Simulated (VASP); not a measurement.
Runs of VASP 6.6.1 on CuI (Marshite). The structure is that of space group F-43m (No. 216), or close to it. The cells are those of the table. 

| task | cell | k mesh | cutoff (eV) | smearing | gap on the mesh (eV) | pressure (GPa) |
| --- | --- | --- | --- | --- | --- | --- |
| relaxation of cell and atoms | relaxed to 4 GPa from a = 4.145 Å, angles 60.0, 60.0, 90.0°, 2 atoms | 6 × 6 × 6 | 600 | gaussian 0.01 eV | 1.47 | 4.0 |
| single point | a = 4.199 Å, angles 60.0, 60.0, 90.0°, 2 atoms | 6 × 6 × 6 | 520 | gaussian 0.01 eV | 1.17 | -1.8 |
| single point | a = 4.015 Å, angles 60.0, 60.0, 90.0°, 2 atoms | 6 × 6 × 6 | 520 | gaussian 0.01 eV | 1.60 | (a) |
| single point | a = 4.063 Å, angles 60.0, 60.0, 90.0°, 2 atoms | 6 × 6 × 6 | 520 | gaussian 0.01 eV | 1.48 | (c) |
| single point | a = 4.145 Å, angles 60.0, 60.0, 90.0°, 2 atoms | 10 × 10 × 10 | 520 | fermi-dirac 0.1 eV | 1.29 | (b) |

Alike in all rows: level LDA; potentials or basis VASP PAW LDA potentials, release 64 (Cu, I); no spin polarisation.

Q: Estimate the missing entries.

A: (a) 7.1; (b) 0.2; (c) 4.1.

Caveats: spin-orbit coupling is left out, which moves the levels of the heavy elements; the cell is relaxed towards a set pressure, so the enthalpy falls and the energy may rise (some runs).

A k mesh can miss the band edges, and the runs leave out spin-orbit coupling on I.
